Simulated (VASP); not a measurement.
Here is a VASP 6.6.1 calculation.

Contents of INCAR:

```
SYSTEM = RbBr
PREC = Accurate
ENCUT = 520
EDIFF = 1E-6
ISMEAR = 1
SIGMA = 0.05
LREAL = .FALSE.
LASPH = .TRUE.
NELM = 60
ALGO = Normal
ISIF = 2
LWAVE = .FALSE.
LCHARG = .FALSE.
GGA = PE
IVDW = 13
NBANDS = 15
```

KPOINTS

```
regular mesh
0
G
  6 6 6
  0 0 0
```

The input POSCAR:

```
RbBr
1.0
    0.0000000000      3.4631228040      3.4631228040
    3.4631228040      0.0000000000      3.4631228040
    3.4631228040      3.4631228040      0.0000000000
Rb Br
1 1
Direct
    0.0000000000      0.0000000000      0.0000000000
    0.5000000000      0.5000000000      0.5000000000
```

Potentials or basis: VASP PAW PBE potentials, release 64 (Rb_sv, Br).

Launch:

```console
$ cat potpaw_PBE.64/Rb_sv/POTCAR potpaw_PBE.64/Br/POTCAR > POTCAR
$ mpirun -np 1 vasp_std > vasp.out
```

Question: What does it give for the band gap on the k mesh?

Answer: 4.28 eV.

Question: Estimate the pressure.

Answer: 0.0 GPa.

Question: What does it give for the dispersion energy per atom?

Answer: -0.115 eV.

PBE gaps usually lie below the measured ones, often by a third to a half.
